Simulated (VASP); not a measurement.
# Sb (R-3m) in VASP: a series of runs, part 2 of 2

VASP 6.6.1.

## (4) Single point, PBEsol, non-collinear spin, zero start, spin-orbit coupling

INCAR

```
SYSTEM = Sb
ALGO = Normal
EDIFF = 1E-6
ENCUT = 500
GGA = PS
GGA_COMPAT = .FALSE.
ISIF = 2
ISMEAR = -1
LASPH = .TRUE.
LCHARG = .FALSE.
LNONCOLLINEAR = .TRUE.
LORBIT = 11
LORBMOM = .TRUE.
LREAL = .FALSE.
LSORBIT = .TRUE.
LWAVE = .FALSE.
MAGMOM = 0 0 0 0 0 0
NBANDS = 42
NELM = 200
PREC = Accurate
SIGMA = 0.05
```

KPOINTS

```
k-points
0
G
  6 6 6
  0 0 0
```

POSCAR

```
Sb
1.0
    2.1542000000      1.2437279499      3.7580000000
   -2.1542000000      1.2437279499      3.7580000000
    0.0000000000     -2.4874558998      3.7580000000
Sb
2
Direct
    0.7665100000      0.7665100000      0.7665100000
    0.2334900000      0.2334900000      0.2334900000
```

On the command line:

```
> cat potpaw_PBE.64/Sb_d_GW/POTCAR > POTCAR
> mpirun -np 1 vasp_ncl > vasp.out
```

Run time: 3.1 min. Hardware: 1 thread of Intel Xeon Platinum 8488C (Sapphire Rapids), shared host; peak memory 0.43 GiB.

It converged, with:

```yaml
Free_energy: -9.4188 eV
Pressure: 0.1 GPa
Largest_force: 0.016 eV/Å
Net_moment: 0.00 μB per cell
Valence_electrons_inside_the_program's_atomic_spheres: Sb 12.71
```

Forces in eV/Å, atoms in the order of the input:
```
Sb   0.000  0.000 -0.016
Sb   0.000  0.000  0.016
```

Stress tensor (GPa, compression positive):
```
 0.25  0.00  0.00
 0.00  0.25  0.00
 0.00  0.00 -0.11
```

Moments on the atoms (μB; x, y, z):
```
Sb  0.00 0.00 0.00
Sb  0.00 0.00 0.00
```

Caveat: the PAW data sets were made with another functional, which shifts forces and pressure a little.

## (5) Single point, B3LYP5

This run uses another cell than the first one, of 32.02 Å³/atom.

POSCAR

```
Sb
1.0
    2.1964499421      1.2681209653      3.8317049867
   -2.1964499421      1.2681209653      3.8317049867
    0.0000000000     -2.5362419306      3.8317049867
Sb
2
Direct
    0.7665100000      0.7665100000      0.7665100000
    0.2334900000      0.2334900000      0.2334900000
```

INCAR.step1

```
SYSTEM = Sb
ALGO = Normal
EDIFF = 1E-5
ENCUT = 400
GGA = PE
GGA_COMPAT = .False.
ISIF = 2
ISMEAR = -1
LASPH = .True.
LCHARG = .False.
LREAL = .False.
LWAVE = .True.
NBANDS = 22
NELM = 120
PREC = Accurate
SIGMA = 0.05
```

INCAR.step2

```
SYSTEM = Sb
AEXX = 0.2
AGGAC = 0.81
AGGAX = 0.72
ALDAC = 0.19
ALGO = Normal
EDIFF = 1E-6
ENCUT = 400
GGA = B5
GGA_COMPAT = .False.
ISIF = 2
ISMEAR = -1
ISTART = 1
LASPH = .True.
LCHARG = .False.
LHFCALC = .True.
LREAL = .False.
LWAVE = .False.
NBANDS = 22
NELM = 120
PREC = Accurate
PRECFOCK = Normal
SIGMA = 0.05
```

KPOINTS

```
k-points
0
Gamma
  4 4 4
  0 0 0
```

On the command line:

```
> cat potpaw_PBE.64/Sb_d_GW/POTCAR > POTCAR
> cp INCAR.step1 INCAR
> mpirun -np 1 vasp_std > vasp.out
> cp INCAR.step2 INCAR
> mpirun -np 1 vasp_std > vasp.out
```

Run time: 20 min. Hardware: 1 thread of Intel Xeon Platinum 8488C (Sapphire Rapids), shared host; peak memory 0.19 GiB.

It converged, with:

```
Free energy            : -9.1751 eV
Pressure               : 0.9 GPa
Largest force          : 0.626 eV/Å
Band gap on the k mesh : 0.86 eV (least direct gap 0.91 eV)
```

Forces in eV/Å, atoms in the order of the input:
```
Sb   0.000  0.000  0.626
Sb   0.000  0.000 -0.626
```

Levels at points of the mesh, in eV from the valence-band top:
```csv
k point,band 13,band 14,band 15,band 16,band 17,band 18
"(0.00, 0.00, 0.00)",-1.89,-1.63,-1.63,3.26,3.83,3.83
"(0.50, 0.00, 0.00)",-1.72,-1.62,-0.05,0.86,1.32,1.58
"(0.50, 0.50, 0.00)",-5.31,-3.58,-3.47,3.07,5.97,6.66
"(0.50, 0.50, 0.50)",-1.08,-1.08,0.00,1.18,1.18,1.93
```

Caveat: the k points lie up to 0.43 Å⁻¹ apart; the PAW data sets were made with another functional, which shifts forces and pressure a little; spin-orbit coupling is left out, which moves the levels of the heavy elements.

## (6) Single point, B3LYP5

This run uses another cell than the first one, of 29.60 Å³/atom.

POSCAR

```
Sb
1.0
    2.1397418462      1.2353805309      3.7327777635
   -2.1397418462      1.2353805309      3.7327777635
    0.0000000000     -2.4707610619      3.7327777635
Sb
2
Direct
    0.7665100000      0.7665100000      0.7665100000
    0.2334900000      0.2334900000      0.2334900000
```

INCAR.step1

```
SYSTEM = Sb
PREC = Accurate
ENCUT = 400
EDIFF = 1E-5
ISMEAR = -1
SIGMA = 0.05
LREAL = .FALSE.
LASPH = .TRUE.
NELM = 120
ALGO = Normal
ISIF = 2
LWAVE = .TRUE.
LCHARG = .FALSE.
NBANDS = 22
GGA = PE
GGA_COMPAT = .FALSE.
```

INCAR.step2

```
SYSTEM = Sb
PREC = Accurate
ENCUT = 400
EDIFF = 1E-6
ISMEAR = -1
SIGMA = 0.05
LREAL = .FALSE.
LASPH = .TRUE.
NELM = 120
ALGO = Normal
ISIF = 2
LWAVE = .FALSE.
LCHARG = .FALSE.
GGA = B5
LHFCALC = .TRUE.
AEXX = 0.2
AGGAX = 0.72
AGGAC = 0.81
ALDAC = 0.19
PRECFOCK = Normal
NBANDS = 22
ISTART = 1
GGA_COMPAT = .FALSE.
```

KPOINTS

```
regular mesh
0
G
  4 4 4
  0 0 0
```

Potentials or basis: VASP PAW PBE potentials, release 64 (Sb_d_GW).

On the command line:

```
> cat potpaw_PBE.64/Sb_d_GW/POTCAR > POTCAR
> cp INCAR.step1 INCAR
> mpirun -np 1 vasp_std > vasp.out
> cp INCAR.step2 INCAR
> mpirun -np 1 vasp_std > vasp.out
```

Run time: 20 min. Hardware: 1 thread of Intel Xeon Platinum 8488C (Sapphire Rapids), shared host; peak memory 0.19 GiB.

It converged, with:

```yaml
Free_energy: -9.0676 eV
Pressure: 5.9 GPa
Largest_force: 0.249 eV/Å
Band_gap_on_the_k_mesh: 0.79 eV (least direct gap 0.97 eV)
```

Forces on the atoms (eV/Å):
```
Sb   0.000  0.000  0.249
Sb   0.000  0.000 -0.249
```

Stress tensor (GPa, compression positive):
```
6.19 0.00 0.00
0.00 6.19 0.00
0.00 0.00 5.26
```

Levels at points of the mesh, in eV from the valence-band top:
```tsv
k point	band 13	band 14	band 15	band 16	band 17	band 18
(0.00, 0.00, 0.00)	-2.23	-1.92	-1.92	3.20	3.86	3.86
(0.50, 0.00, 0.00)	-2.04	-1.91	-0.19	0.79	1.19	1.39
(0.50, 0.50, 0.00)	-5.91	-4.09	-3.96	2.71	6.29	6.92
(0.50, 0.50, 0.50)	-1.34	-1.34	0.00	0.97	0.97	2.00
```

Caveat: the k points lie up to 0.45 Å⁻¹ apart; the PAW data sets were made with another functional, which shifts forces and pressure a little; spin-orbit coupling is left out, which moves the levels of the heavy elements.

## (7) Overview

```tsv
level	spin	cell	k mesh	cutoff (eV)	grid for exact exchange (PRECFOCK)	share of exact exchange	gap on the mesh (eV)	pressure (GPa)	largest force (eV/Å)
r2SCANh	off	a = 4.507 Å, angles 57.1°, 2 atoms	4 × 4 × 4	440	Normal	0.1	-	1.2	0.32
PBE0	off	a = 4.415 Å, angles 57.1°, 2 atoms	4 × 4 × 4	400	Normal	0.25	0.84	4.7	0.02
PBEsol	non-collinear, zero start, SOC	a = 4.507 Å, angles 57.1°, 2 atoms	6 × 6 × 6	500	-	-	-	0.1	0.02
B3LYP5	off	a = 4.595 Å, angles 57.1°, 2 atoms	4 × 4 × 4	400	Normal	0.2	0.86	0.9	0.63
B3LYP5	off	a = 4.476 Å, angles 57.1°, 2 atoms	4 × 4 × 4	400	Normal	0.2	0.79	5.9	0.25
```

Alike in all rows: task single point; potentials or basis VASP PAW PBE potentials, release 64 (Sb_d_GW); smearing fermi-dirac 0.05 eV.

Caveats: some runs use coarse meshes; the PAW data sets were made with another functional, which shifts forces and pressure a little; spin-orbit coupling is left out, which moves the levels of the heavy elements (at least some runs).

Total energies depend on the potentials used, so only differences within one code and one set of settings carry meaning.
